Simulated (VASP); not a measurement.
# PmPPt (P-6m2) in VASP: single point with PBEsol

Aim: the single point of PmPPt with PBEsol.

All numbers are computed with VASP 6.6.1; they aren't measurements. Logs are shortened: lines on timing, memory, paths and dates and some standing lists are left out, and cuts for length are marked.

## Step 1: The cell of the first run

It takes space group P-6m2 (No. 187, hexagonal). Conventional cell: a = 4.121 Å, b = 4.121 Å, c = 4.008 Å, α = 90.00°, β = 90.00°, γ = 120.00°. P (site symmetry -6m2) has 3 Pt at 2.38 Å and 6 Pm at 3.11 Å within 3.2 Å. Within 3.2 Å of Pt (site symmetry -6m2) lie 3 P at 2.38 Å and 6 Pm at 3.11 Å. Within 4.2 Å of Pm (site symmetry -6m2) lie 6 P at 3.11 Å and 6 Pt at 3.11 Å and 8 Pm at 4.01 to 4.12 Å.

## Step 2: Single point, PBEsol, collinear spin, ferromagnetic start

Input file POSCAR:

```
PmPPt
1.0
    4.1207649845      0.0000000000      0.0000000000
   -2.0603824922      3.5686871596      0.0000000000
    0.0000000000      0.0000000000      4.0075587646
P Pt Pm
1 1 1
Direct
    0.6666666667      0.3333333333      0.5000000000
    0.3333333333      0.6666666667      0.5000000000
    0.0000000000      0.0000000000      0.0000000000
```

Input file INCAR.step1:

```
SYSTEM = PmPPt
PREC     = Accurate       ! precision mode
ENCUT    = 520            ! plane-wave cutoff, eV
EDIFF    = 1E-6           ! SCF threshold, eV
ISMEAR   = 0              ! smearing method
SIGMA    = 0.05           ! smearing width, eV
LREAL    = .False.        ! projectors in reciprocal space
LASPH    = .True.         ! aspherical terms in the spheres
NELM     = 150            ! most SCF steps
ALGO     = Normal         ! electronic algorithm
ISIF     = 2              ! what is computed and relaxed
LWAVE    = .False.        ! write WAVECAR
LCHARG   = .True.         ! write CHGCAR
ISPIN    = 2              ! spin polarisation
MAGMOM   = 0 0 4.75       ! initial moments
LMAXMIX  = 6              ! l up to which the mixer works
GGA      = PS             ! functional
NBANDS   = 26             ! bands
```

Input file KPOINTS.step1:

```
Automatic mesh
0
Gamma
  8 8 8
  0 0 0
```

Input file INCAR.step2:

```
SYSTEM = PmPPt
PREC     = Accurate       ! precision mode
ENCUT    = 520            ! plane-wave cutoff, eV
EDIFF    = 1E-6           ! SCF threshold, eV
ISMEAR   = -5             ! smearing method
SIGMA    = 0.05           ! smearing width, eV
LREAL    = .False.        ! projectors in reciprocal space
LASPH    = .True.         ! aspherical terms in the spheres
NELM     = 150            ! most SCF steps
ALGO     = Normal         ! electronic algorithm
ISIF     = 2              ! what is computed and relaxed
LWAVE    = .False.        ! write WAVECAR
LCHARG   = .False.        ! write CHGCAR
ISPIN    = 2              ! spin polarisation
MAGMOM   = 0 0 4.75       ! initial moments
LORBIT   = 11             ! projections on sites
LMAXMIX  = 6              ! l up to which the mixer works
GGA      = PS             ! functional
NEDOS    = 2001           ! points of the DOS
ICHARG   = 11             ! starting density
```

Input file KPOINTS.step2:

```
Automatic mesh
0
Gamma
  12 12 12
  0 0 0
```

Potentials or basis: VASP PAW PBE potentials, release 64 (P, Pt, Pm).

Command:

```
cat potpaw_PBE.64/P/POTCAR potpaw_PBE.64/Pt/POTCAR potpaw_PBE.64/Pm/POTCAR > POTCAR
cp INCAR.step1 INCAR
cp KPOINTS.step1 KPOINTS
mpirun -np 1 vasp_std > vasp.out
cp INCAR.step2 INCAR
cp KPOINTS.step2 KPOINTS
mpirun -np 1 vasp_std > vasp.out
```

OUTCAR:

```text
SYSTEM = PmPPt
   PREC = Accurate
   ENCUT = 520
   EDIFF = 1E-6
   ISMEAR = -5
   LREAL = .False.
   LASPH = .True.
   NELM = 150
   ISIF = 2
   ISPIN = 2
   LORBIT = 11
   GGA = PS
   ICHARG = 11

 ion  position               nearest neighbor table
   1  0.667  0.333  0.500-   2 2.38   2 2.38   2 2.38   3 3.11   3 3.11   3 3.11   3 3.11   3 3.11
                             3 3.11
   2  0.333  0.667  0.500-   1 2.38   1 2.38   1 2.38   3 3.11   3 3.11   3 3.11   3 3.11   3 3.11
                             3 3.11
   3  0.000  0.000  0.000-   1 3.11   2 3.11   1 3.11   2 3.11   2 3.11   2 3.11   1 3.11   1 3.11
                             1 3.11   1 3.11   2 3.11   2 3.11

  LATTYP: Found a hexagonal cell.
 ALAT       =     4.1207649845
 C/A-ratio  =     0.9725278631

  Lattice vectors:

 A1 = (   4.1207649845,   0.0000000000,   0.0000000000)
 A2 = (  -2.0603824922,   3.5686871596,   0.0000000000)
 A3 = (   0.0000000000,   0.0000000000,   4.0075587646)

Analysis of symmetry for initial positions (statically):
=====================================================================
 Subroutine PRICEL returns:
 Original cell was already a primitive cell.

 Routine SETGRP: Setting up the symmetry group for a
 hexagonal supercell.

 Subroutine GETGRP returns: Found 12 space group operations
 (whereof 12 operations were pure point group operations)
 out of a pool of 24 trial point group operations.

The static configuration has the point symmetry D_3h.

Analysis of symmetry for dynamics (positions and initial velocities):
=====================================================================
 Subroutine PRICEL returns:
 Original cell was already a primitive cell.

 Routine SETGRP: Setting up the symmetry group for a
 hexagonal supercell.

 Subroutine GETGRP returns: Found 12 space group operations
 (whereof 12 operations were pure point group operations)
 out of a pool of 24 trial point group operations.

The dynamic configuration has the point symmetry D_3h.

Analysis of structural, dynamic, and magnetic symmetry:
=====================================================================
 Subroutine PRICEL returns:
 Original cell was already a primitive cell.

 Routine SETGRP: Setting up the symmetry group for a
 hexagonal supercell.

 Subroutine GETGRP returns: Found 12 space group operations
 (whereof 12 operations were pure point group operations)
 out of a pool of 24 trial point group operations.

The overall configuration has the point symmetry D_3h.

 Subroutine INISYM returns: Found 12 space group operations
 (whereof 12 operations are pure point group operations),
 and found     1 'primitive' translations

----------------------------------------------------------------------------------------

                                     Primitive cell

  volume of cell :      58.9340

  direct lattice vectors                    reciprocal lattice vectors
     4.120764985  0.000000000  0.000000000     0.242673388  0.140107546  0.000000000
    -2.060382492  3.568687160  0.000000000     0.000000000  0.280215092  0.000000000
     0.000000000  0.000000000  4.007558765     0.000000000  0.000000000  0.249528468

  length of vectors
     4.120764985  4.120764984  4.007558765     0.280215092  0.280215092  0.249528468

  position of ions in fractional coordinates (direct lattice)
     0.666666667  0.333333333  0.500000000
     0.333333333  0.666666667  0.500000000
     0.000000000  0.000000000  0.000000000

  ion indices of the primitive-cell ions
   primitive index   ion index
                 1           1
                 2           2
                 3           3

----------------------------------------------------------------------------------------

 KPOINTS: Automatic mesh

Automatic generation of k-mesh.
 Grid dimensions read from file:
 generate k-points for:   12   12   12

 Generating k-lattice:

  Cartesian coordinates                     Fractional coordinates (reciprocal lattice)
     0.020222782  0.011675629  0.000000000     0.083333333  0.000000000  0.000000000
     0.000000000  0.023351258  0.000000000     0.000000000  0.083333333  0.000000000
     0.000000000  0.000000000  0.020794039     0.000000000  0.000000000  0.083333333

  Length of vectors
     0.023351258  0.023351258  0.020794039

  Shift w.r.t. Gamma in fractional coordinates (k-lattice)
     0.000000000  0.000000000  0.000000000

 TETIRR: Found   1758 inequivalent tetrahedra from    10368

 Subroutine IBZKPT returns following result:
 ===========================================

 Found    133 irreducible k-points:

 Following reciprocal coordinates:
            Coordinates               Weight
  0.000000  0.000000  0.000000      1.000000
  0.083333  0.000000  0.000000      6.000000
  0.166667  0.000000  0.000000      6.000000
  0.250000  0.000000  0.000000      6.000000
  0.333333  0.000000  0.000000      6.000000
  0.416667  0.000000  0.000000      6.000000
[... 16 lines left out ...]
  0.250000  0.000000  0.083333     12.000000
  0.333333  0.000000  0.083333     12.000000
 [... further k-points ...]
   k-points           NKPTS =    133   k-points in BZ     NKDIM =    133   number of bands    NBANDS=     21
   number of dos      NEDOS =   2001   number of ions     NIONS =      3
   total plane-waves  NPLWV =  30720
   dimension x,y,z NGX =    32 NGY =   32 NGZ =   30
   dimension x,y,z NGXF=    64 NGYF=   64 NGZF=   60
   ions per type =               1   1   1
   NGX,Y,Z   is equivalent  to a cutoff of  12.91, 12.91, 12.44 a.u.
   NGXF,Y,Z  is equivalent  to a cutoff of  25.82, 25.82, 24.89 a.u.
 SYSTEM =  PmPPt
   PREC   = accura    normal or accurate (medium, high low for compatibility)
   ISTART =      0    job   : 0-new  1-cont  2-samecut
   ICHARG =     11    charge: 1-file 2-atom 10-const
   ISPIN  =      2    spin polarized calculation?
   LNONCOLLINEAR =      F non collinear calculations
   LSORBIT =      F    spin-orbit coupling
   LASPH  =      T    aspherical Exc in radial PAW
   ENCUT  =  520.0 eV  38.22 Ry    6.18 a.u.   7.66  7.66  7.45*2*pi/ulx,y,z
   NELM   =    150;   NELMIN=  2; NELMDL=  0     # of ELM steps
   EDIFF  = 0.1E-05   stopping-criterion for ELM
   LREAL  =      F    real-space projection
   EDIFFG = 0.1E-04   stopping-criterion for IOM
   NSW    =      0    number of steps for IOM
   IBRION =     -1    ionic relax: 0-MD 1-quasi-New 2-CG
   NFREE  =      0    steps in history (QN), initial steepest desc. (CG)
   ISIF   =      2    stress and relaxation
   ISYM   =      2    0-nonsym 1-usesym 2-fastsym
   POTIM  = 0.5000    time-step for ionic-motion
   TEBEG  =    0.0;   TEEND  =   0.0 temperature during run
   PSTRESS=    0.0 pullay stress
   NELECT =      30.0000    total number of electrons
   NUPDOWN=      -1.0000    fix difference up-down
   EMIN   =  10.00;   EMAX   =-10.00  energy-range for DOS
   EFERMI =   0.00;   METHOD = LEGACY
   ISMEAR =    -5;   SIGMA  =   0.05  broadening in eV -4-tet -1-fermi 0-gaus
   EFERMI_NEDOS =   21; number of points for ismear=-14 and -15
   IALGO  =     38    algorithm
   IMIX   =      4    mixing-type and parameters
     AMIX     =   0.40;   BMIX     =  1.00
     AMIX_MAG =   1.60;   BMIX_MAG =  1.00
  volume/ion in A,a.u.               =      19.64       132.57
  Fermi-wavevector in a.u.,A,eV,Ry     =   1.307153  2.470161 23.247589  1.708650
  Thomas-Fermi vector in A             =   2.437907
   LORBIT       =     11    0 simple, 1 ext, 2 COOP (PROOUT), +10 PAW based schemes
   GGA     = PS    functional components
   LHFCALC =     F    Hartree Fock is set to
   AEXX    =    0.0000 exact exchange contribution
   IVDW    =     0    specifies the selected vdW correction
   LEPSILON=     F    determine dielectric tensor
   LRPA    =     F    only Hartree local field effects (RPA)
 spin polarized calculation
 Fermi weights with tetrahedron method with Bloechl corrections
  energy-cutoff  :      520.00
  volume of cell :       58.93
 maximum number of plane-waves:      1611
 NGX is ok and might be reduce to    32

 number of electron      30.0000003 magnetization       4.2887753

 Free energy of the ion-electron system (eV)
  ---------------------------------------------------
  ext. energy  EPLUGINS =         0.00000000
  ---------------------------------------------------
  free energy    TOTEN  =       -24.66779381 eV

  energy without entropy =      -24.66779381  energy(sigma->0) =      -24.66779381

 E-fermi :   8.4250     XC(G=0): -11.5788

 val. band max:        8.5121280660   @ k =   0.0000   0.0000   0.0833
 cond. band min:       8.4199117916   @ k =   0.2500   0.0000   0.4167
 fundamental gap:     -0.0922162744
 Fermi energy:         8.4249743732

 spin component 1

 k-point     1 :       0.0000    0.0000    0.0000
  band No.  band energies     occupation
      1     -29.9748      1.00000
      2     -10.3384      1.00000
      3     -10.2499      1.00000
      4     -10.2499      1.00000
      5      -3.5218      1.00000
      6       2.7313      1.00000
[... 550 lines left out ...]
      5      -2.5194      1.00000
      6       2.1195      1.00000
[... 13 lines left out ...]
     20       8.8688      0.00000
     21       9.5570      0.00000

 [... further k-points ...]

 spin component 2

 k-point     1 :       0.0000    0.0000    0.0000
  band No.  band energies     occupation
      1     -28.0087      1.00000
      2      -8.9447      1.00000
      3      -8.8111      1.00000
      4      -8.8111      1.00000
      5      -3.5449      1.00000
      6       2.7106      1.00000
[... 550 lines left out ...]
      5      -2.5161      1.00000
      6       2.1534      1.00000
[... 13 lines left out ...]
     20      11.5680      0.00000
     21      11.5769      0.00000

 [... further k-points ...]
[... 5 lines left out ...]
  --------------------------------------------------------------------------------------
  -------------------------------------------------------------------------------------
  Total        2.3333051      2.3333051      2.2077370      0.0000000      0.0000000      0.0000000
  in kB       63.4330929     63.4330929     60.0194056      0.0000000      0.0000000      0.0000000
  external PRESSURE =      62.2951971 kB  Pullay stress =       0.0000000 kB

 VOLUME and BASIS-vectors are now :
 -----------------------------------------------------------------------------
  energy-cutoff  :      520.00
  volume of cell :       58.93
      direct lattice vectors                 reciprocal lattice vectors
     4.120764985  0.000000000  0.000000000     0.242673388  0.140107546  0.000000000
    -2.060382492  3.568687160  0.000000000     0.000000000  0.280215092  0.000000000
     0.000000000  0.000000000  4.007558765     0.000000000  0.000000000  0.249528468

 POSITION                                       TOTAL-FORCE (eV/Angst)
 -----------------------------------------------------------------------------------
      2.06038      1.18956      2.00378         0.000000      0.000000      0.000000
     -0.00000      2.37912      2.00378        -0.000000      0.000000      0.000000
      0.00000      0.00000      0.00000         0.000000      0.000000      0.000000
 -----------------------------------------------------------------------------------
    total drift:                                0.000929     -0.000536     -0.000000

  FREE ENERGIE OF THE ION-ELECTRON SYSTEM (eV)
  ---------------------------------------------------
  free  energy   TOTEN  =       -24.6677938062 eV

  energy  without entropy=      -24.6677938062  energy(sigma->0) =      -24.66779381

 total charge

# of ion       s       p       d       f       tot
--------------------------------------------------
    1        1.003   1.444   0.000   0.000   2.447
    2        0.759   0.635   8.174   0.000   9.568
    3        2.000   5.570   0.468   4.324  12.362
--------------------------------------------------
tot          3.763   7.648   8.641   4.324  24.376

 magnetization (x)

# of ion       s       p       d       f       tot
--------------------------------------------------
    1       -0.008  -0.047   0.000   0.000  -0.056
    2       -0.008   0.019  -0.079   0.000  -0.068
    3       -0.011   0.009   0.053   4.221   4.272
--------------------------------------------------
tot         -0.027  -0.020  -0.026   4.221   4.148
```

Run time: 9.5 min. Hardware: 1 thread of Oxide Virtual Turin-like, shared host; peak memory 0.4 GiB.

Results:

```
Net moment                                            : 4.29 μB per cell
Site moments                                          : P -0.06; Pt -0.07; Pm +4.27 μB
Valence electrons inside the program's atomic spheres : P 2.45; Pt 9.57; Pm 12.36
```

Caveat: the magnetic or orbital state may not be the lowest; the PAW data sets were made with another functional, which shifts forces and pressure a little; spin-orbit coupling is left out, which moves the levels of the heavy elements; semilocal functionals describe open f shells poorly, which spoils levels, moments and volumes.
